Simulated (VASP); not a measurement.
# Nb (Im-3m) in VASP: a series of runs

Nb is run at these levels: PBEsol, r2SCAN, LDA, PBE; tasks: single point.

Everything below comes from runs of VASP 6.6.1. Logs are shortened: lines on timing, memory, paths and dates and some standing lists are left out, and cuts for length are marked.

### 1 The cell of the first run

It takes space group Im-3m (No. 229, cubic). The conventional cell has a = 3.272 Å, b = 3.272 Å, c = 3.272 Å, α = 90.00°, β = 90.00°, γ = 90.00°. Within 3.7 Å of Nb (site symmetry m-3m) lie 14 Nb at 2.83 to 3.27 Å.

### 2 Single point, PBEsol

The input, INCAR:

```
SYSTEM = Nb
PREC = Accurate
ENCUT = 520
EDIFF = 1E-6
ISMEAR = -1
SIGMA = 0.05
LREAL = .FALSE.
LASPH = .TRUE.
NELM = 60
ALGO = Normal
ISIF = 2
LWAVE = .FALSE.
LCHARG = .TRUE.
GGA = PS
LELF = .TRUE.
LVHAR = .TRUE.
NBANDS = 12
```

The input, KPOINTS:

```
regular mesh
0
G
  13 13 13
  0 0 0
```

The input, POSCAR:

```
Nb
1.0
   -1.6360340000      1.6360340000      1.6360340000
    1.6360340000     -1.6360340000      1.6360340000
    1.6360340000      1.6360340000     -1.6360340000
Nb
1
Direct
    0.0000000000      0.0000000000      0.0000000000
```

Potentials or basis: VASP PAW PBE potentials, release 64 (Nb_sv).

Started as:

```sh
$ cat potpaw_PBE.64/Nb_sv/POTCAR > POTCAR
$ mpirun -np 1 vasp_std > vasp.out
```

OUTCAR:

```text
SYSTEM = Nb
   PREC = Accurate
   ENCUT = 520
   EDIFF = 1E-6
   ISMEAR = -1
   LREAL = .FALSE.
   LASPH = .TRUE.
   NELM = 60
   ISIF = 2
   GGA = PS

 ion  position               nearest neighbor table
   1  0.000  0.000  0.000-

  LATTYP: Found a body centered cubic cell.
 ALAT       =     3.2720680000

  Lattice vectors:

 A1 = (  -1.6360340000,   1.6360340000,   1.6360340000)
 A2 = (   1.6360340000,  -1.6360340000,   1.6360340000)
 A3 = (   1.6360340000,   1.6360340000,  -1.6360340000)

Analysis of symmetry for initial positions (statically):
=====================================================================
 Subroutine PRICEL returns:
 Original cell was already a primitive cell.

 Routine SETGRP: Setting up the symmetry group for a
 body centered cubic supercell.

 Subroutine GETGRP returns: Found 48 space group operations
 (whereof 48 operations were pure point group operations)
 out of a pool of 48 trial point group operations.

The static configuration has the point symmetry O_h .

Analysis of symmetry for dynamics (positions and initial velocities):
=====================================================================
 Subroutine PRICEL returns:
 Original cell was already a primitive cell.

 Routine SETGRP: Setting up the symmetry group for a
 body centered cubic supercell.

 Subroutine GETGRP returns: Found 48 space group operations
 (whereof 48 operations were pure point group operations)
 out of a pool of 48 trial point group operations.

The dynamic configuration has the point symmetry O_h .

 Subroutine INISYM returns: Found 48 space group operations
 (whereof 48 operations are pure point group operations),
 and found     1 'primitive' translations

----------------------------------------------------------------------------------------

                                     Primitive cell

  volume of cell :      17.5161

  direct lattice vectors                    reciprocal lattice vectors
    -1.636034000  1.636034000  1.636034000     0.000000000  0.305617120  0.305617120
     1.636034000 -1.636034000  1.636034000     0.305617120  0.000000000  0.305617120
     1.636034000  1.636034000 -1.636034000     0.305617120  0.305617120  0.000000000

  length of vectors
     2.833694011  2.833694011  2.833694011     0.432207877  0.432207877  0.432207877

  position of ions in fractional coordinates (direct lattice)
     0.000000000  0.000000000  0.000000000

  ion indices of the primitive-cell ions
   primitive index   ion index
                 1           1

----------------------------------------------------------------------------------------

 KPOINTS: regular mesh

Automatic generation of k-mesh.
 Grid dimensions read from file:
 generate k-points for:   13   13   13

 Generating k-lattice:

  Cartesian coordinates                     Fractional coordinates (reciprocal lattice)
     0.000000000  0.023509009  0.023509009     0.076923077  0.000000000  0.000000000
     0.023509009  0.000000000  0.023509009     0.000000000  0.076923077  0.000000000
     0.023509009  0.023509009  0.000000000     0.000000000  0.000000000  0.076923077

  Length of vectors
     0.033246760  0.033246760  0.033246760

  Shift w.r.t. Gamma in fractional coordinates (k-lattice)
     0.000000000  0.000000000  0.000000000

 Subroutine IBZKPT returns following result:
 ===========================================

 Found     84 irreducible k-points:

 Following reciprocal coordinates:
            Coordinates               Weight
  0.000000  0.000000  0.000000      1.000000
  0.076923  0.000000  0.000000     12.000000
  0.153846  0.000000  0.000000     12.000000
  0.230769  0.000000  0.000000     12.000000
  0.307692  0.000000  0.000000     12.000000
  0.384615  0.000000  0.000000     12.000000
[... 16 lines left out ...]
  0.153846  0.076923  0.076923     24.000000
  0.230769  0.076923  0.076923     24.000000
 [... further k-points ...]
   k-points           NKPTS =     84   k-points in BZ     NKDIM =     84   number of bands    NBANDS=     12
   number of dos      NEDOS =    301   number of ions     NIONS =      1
   total plane-waves  NPLWV =  13824
   dimension x,y,z NGX =    24 NGY =   24 NGZ =   24
   dimension x,y,z NGXF=    48 NGYF=   48 NGZF=   48
   ions per type =               1
   NGX,Y,Z   is equivalent  to a cutoff of  14.08, 14.08, 14.08 a.u.
   NGXF,Y,Z  is equivalent  to a cutoff of  28.16, 28.16, 28.16 a.u.
 SYSTEM =  Nb
   PREC   = accura    normal or accurate (medium, high low for compatibility)
   ISTART =      0    job   : 0-new  1-cont  2-samecut
   ICHARG =      2    charge: 1-file 2-atom 10-const
   ISPIN  =      1    spin polarized calculation?
   LNONCOLLINEAR =      F non collinear calculations
   LSORBIT =      F    spin-orbit coupling
   LASPH  =      T    aspherical Exc in radial PAW
   ENCUT  =  520.0 eV  38.22 Ry    6.18 a.u.   5.27  5.27  5.27*2*pi/ulx,y,z
   NELM   =     60;   NELMIN=  2; NELMDL= -5     # of ELM steps
   EDIFF  = 0.1E-05   stopping-criterion for ELM
   LREAL  =      F    real-space projection
   EDIFFG = 0.1E-04   stopping-criterion for IOM
   NSW    =      0    number of steps for IOM
   IBRION =     -1    ionic relax: 0-MD 1-quasi-New 2-CG
   NFREE  =      0    steps in history (QN), initial steepest desc. (CG)
   ISIF   =      2    stress and relaxation
   ISYM   =      2    0-nonsym 1-usesym 2-fastsym
   POTIM  = 0.5000    time-step for ionic-motion
   TEBEG  =    0.0;   TEEND  =   0.0 temperature during run
   PSTRESS=    0.0 pullay stress
   NELECT =      13.0000    total number of electrons
   NUPDOWN=      -1.0000    fix difference up-down
   EMIN   =  10.00;   EMAX   =-10.00  energy-range for DOS
   EFERMI =   0.00;   METHOD = LEGACY
   ISMEAR =    -1;   SIGMA  =   0.05  broadening in eV -4-tet -1-fermi 0-gaus
   EFERMI_NEDOS =   21; number of points for ismear=-14 and -15
   IALGO  =     38    algorithm
   IMIX   =      4    mixing-type and parameters
     AMIX     =   0.40;   BMIX     =  1.00
     AMIX_MAG =   1.60;   BMIX_MAG =  1.00
  volume/ion in A,a.u.               =      17.52       118.20
  Fermi-wavevector in a.u.,A,eV,Ry     =   1.482212  2.800974 29.891348  2.196952
  Thomas-Fermi vector in A             =   2.596026
   LORBIT       =      0    0 simple, 1 ext, 2 COOP (PROOUT), +10 PAW based schemes
   GGA     = PS    functional components
   LHFCALC =     F    Hartree Fock is set to
   AEXX    =    0.0000 exact exchange contribution
   IVDW    =     0    specifies the selected vdW correction
   LEPSILON=     F    determine dielectric tensor
   LRPA    =     F    only Hartree local field effects (RPA)
 non-spin polarized calculation
  energy-cutoff  :      520.00
  volume of cell :       17.52
 maximum number of plane-waves:       482
 NGX is ok and might be reduce to    24
   NGX = 11   NGY = 11   NGZ = 11

 number of electron      13.0000001 magnetization

 Free energy of the ion-electron system (eV)
  ---------------------------------------------------
  ext. energy  EPLUGINS =         0.00000000
  ---------------------------------------------------
  free energy    TOTEN  =       -10.96528770 eV

  energy without entropy =      -10.95617413  energy(sigma->0) =      -10.96073091

 E-fermi :  11.4488     XC(G=0): -12.7738

 val. band max:       11.4441226918   @ k =  -0.1538   0.1538   0.0769
 cond. band min:      11.4655166938   @ k =   0.3846   0.2308   0.0000
 fundamental gap:      0.0213940020
 Fermi energy:        11.4487555296

 k-point     1 :       0.0000    0.0000    0.0000
  band No.  band energies     occupation
      1     -42.7899      2.00000
      2     -18.0427      2.00000
      3     -18.0427      2.00000
      4     -18.0427      2.00000
      5       5.4158      2.00000
      6      11.7989      0.00182
      7      11.7989      0.00182
      8      11.7989      0.00182
      9      14.8031      0.00000
     10      14.8031      0.00000
     11      25.7257      0.00000
     12      25.7257      0.00000

 k-point     2 :       0.0769    0.0000    0.0000
  band No.  band energies     occupation
      1     -42.7745      2.00000
      2     -18.1355      2.00000
      3     -18.0707      2.00000
      4     -18.0436      2.00000
      5       5.6679      2.00000
      6      11.6425      0.04065
      7      11.7585      0.00408
      8      12.0420      0.00001
      9      14.5685      0.00000
     10      14.8034      0.00000
     11      25.9334      0.00000
     12      26.1626      0.00000

 k-point     3 :       0.1538    0.0000    0.0000
  band No.  band energies     occupation
      1     -42.7313      2.00000
      2     -18.3871      2.00000
      3     -18.1473      2.00000
      4     -18.0460      2.00000
      5       6.3523      2.00000
      6      11.2409      1.96920
      7      11.5717      0.15751
      8      12.7539      0.00000
      9      14.2210      0.00000
     10      14.8276      0.00000
     11      26.3272      0.00000
     12      27.3972      0.00000
[... 286 lines left out ...]
 k-point    23 :       0.1538    0.0769    0.0769
  band No.  band energies     occupation
      1     -42.6500      2.00000
      2     -18.8398      2.00000
      3     -18.2235      2.00000
      4     -18.1187      2.00000
      5       7.6428      2.00000
      6      10.5610      2.00000
      7      10.7320      2.00000
      8      14.4486      0.00000
      9      14.8596      0.00000
     10      14.8718      0.00000
     11      26.8131      0.00000
     12      27.7171      0.00000

 k-point    24 :       0.2308    0.0769    0.0769
  band No.  band energies     occupation
      1     -42.5901      2.00000
      2     -19.1116      2.00000
      3     -18.3672      2.00000
      4     -18.1295      2.00000
      5       8.2438      2.00000
      6      10.1384      2.00000
      7      10.9150      1.99995
      8      14.6203      0.00000
      9      15.1576      0.00000
     10      16.4081      0.00000
     11      25.6411      0.00000
     12      26.5445      0.00000

 [... further k-points ...]
[... 5 lines left out ...]
  --------------------------------------------------------------------------------------
  -------------------------------------------------------------------------------------
  Total       -0.0949394     -0.0949394     -0.0949394     -0.0000000      0.0000000     -0.0000000
  in kB       -8.6840034     -8.6840034     -8.6840034     -0.0000000      0.0000000     -0.0000000
  external PRESSURE =      -8.6840034 kB  Pullay stress =       0.0000000 kB

 VOLUME and BASIS-vectors are now :
 -----------------------------------------------------------------------------
  energy-cutoff  :      520.00
  volume of cell :       17.52
      direct lattice vectors                 reciprocal lattice vectors
    -1.636034000  1.636034000  1.636034000     0.000000000  0.305617120  0.305617120
     1.636034000 -1.636034000  1.636034000     0.305617120  0.000000000  0.305617120
     1.636034000  1.636034000 -1.636034000     0.305617120  0.305617120  0.000000000

 POSITION                                       TOTAL-FORCE (eV/Angst)
 -----------------------------------------------------------------------------------
      0.00000      0.00000      0.00000        -0.000000      0.000000     -0.000000
 -----------------------------------------------------------------------------------
    total drift:                                0.000000      0.000000     -0.000000

  FREE ENERGIE OF THE ION-ELECTRON SYSTEM (eV)
  ---------------------------------------------------
  free  energy   TOTEN  =       -10.9652876990 eV

  energy  without entropy=      -10.9561741262  energy(sigma->0) =      -10.96073091
```

Wall time 6.7 s (1 thread of Intel Xeon 6975P-C (Granite Rapids), shared host); peak memory 0.14 GiB.

What came out:

| Item | Value |
| --- | --- |
| Free energy | -10.9653 eV |
| Pressure | -0.9 GPa |

Caveat: the PAW data sets were made with another functional, which shifts forces and pressure a little.

### 3 Single point, r2SCAN

POSCAR is that of step 2.

The input, INCAR.step1:

```
SYSTEM = Nb
  ALGO = Normal
  EDIFF = 1E-4
  ENCUT = 520
  GGA = PE
  ISMEAR = -1
  LASPH = .True.
  LCHARG = .False.
  LREAL = .False.
  LWAVE = .True.
  NBANDS = 12
  NELM = 60
  PREC = Accurate
  SIGMA = 0.05
```

The input, INCAR.step2:

```
SYSTEM = Nb
  ALGO = Normal
  EDIFF = 1E-7
  ENCUT = 520
  ISIF = 2
  ISMEAR = -1
  ISTART = 1
  LASPH = .True.
  LCHARG = .True.
  LELF = .True.
  LMIXTAU = .True.
  LREAL = .False.
  LVHAR = .True.
  LWAVE = .False.
  METAGGA = R2SCAN
  NBANDS = 12
  NELM = 60
  PREC = Accurate
  SIGMA = 0.05
```

The input, KPOINTS:

```
k-points
0
Gamma
  13 13 13
  0 0 0
```

Potentials or basis: VASP PAW PBE potentials, release 64 (Nb_sv).

Started as:

```sh
$ cat potpaw_PBE.64/Nb_sv/POTCAR > POTCAR
$ cp INCAR.step1 INCAR
$ mpirun -np 1 vasp_std > vasp.out
$ cp INCAR.step2 INCAR
$ mpirun -np 1 vasp_std > vasp.out
```

Run time: 22 s. Hardware: 1 thread of Intel Xeon 6975P-C (Granite Rapids), shared host; peak memory 0.15 GiB.

The run converged. Its results:

```yaml
Free_energy: -24.8467 eV
Pressure: 4.4 GPa
```

Levels at points of the mesh, in eV from the Fermi level:
| k point | band 2 | band 3 | band 4 | band 5 | band 6 | band 7 | band 8 | band 9 | band 10 | band 11 |
| --- | --- | --- | --- | --- | --- | --- | --- | --- | --- | --- |
| (0.00, 0.00, 0.00) | -30.60 | -30.60 | -30.60 | -6.34 | 0.42 | 0.42 | 0.42 | 3.64 | 3.64 | 14.94 |

Caveat: the PAW data sets were made with another functional, which shifts forces and pressure a little.

### 4 Single point, LDA

The input, INCAR:

```
SYSTEM = Nb
ALGO     = Normal         ! electronic algorithm
EDIFF    = 1E-6           ! SCF threshold, eV
ENCUT    = 500            ! plane-wave cutoff, eV
GGA      = CA             ! functional
GGA_COMPAT= .FALSE.      
ISIF     = 2              ! what is computed and relaxed
ISMEAR   = -1             ! smearing method
LASPH    = .TRUE.         ! aspherical terms in the spheres
LCHARG   = .FALSE.        ! write CHGCAR
LREAL    = .FALSE.        ! projectors in reciprocal space
LWAVE    = .FALSE.        ! write WAVECAR
NBANDS   = 12             ! bands
NELM     = 120            ! most SCF steps
PREC     = Accurate       ! precision mode
SIGMA    = 0.05           ! smearing width, eV
```

The input, KPOINTS:

```
k-points
0
G
  13 13 13
  0 0 0
```

POSCAR is that of step 3.

Potentials or basis: VASP PAW LDA potentials, release 64 (Nb_sv).

Started as:

```sh
$ cat potpaw_LDA.64/Nb_sv/POTCAR > POTCAR
$ mpirun -np 1 vasp_std > vasp.out
```

It took 8 s on 1 thread of Intel Xeon 6975P-C, shared host; peak memory 0.14 GiB.

Results (log left out):

```
Free energy : -11.2640 eV
Pressure    : -4.8 GPa
```

Levels at points of the mesh, in eV from the Fermi level:
```tsv
k point	band 3	band 4	band 5	band 6	band 7	band 8	band 9	band 10
(0.00, 0.00, 0.00)	-29.42	-29.42	-5.98	0.33	0.33	0.33	3.32	3.32
```

(Part 1 of 2 ends here.)
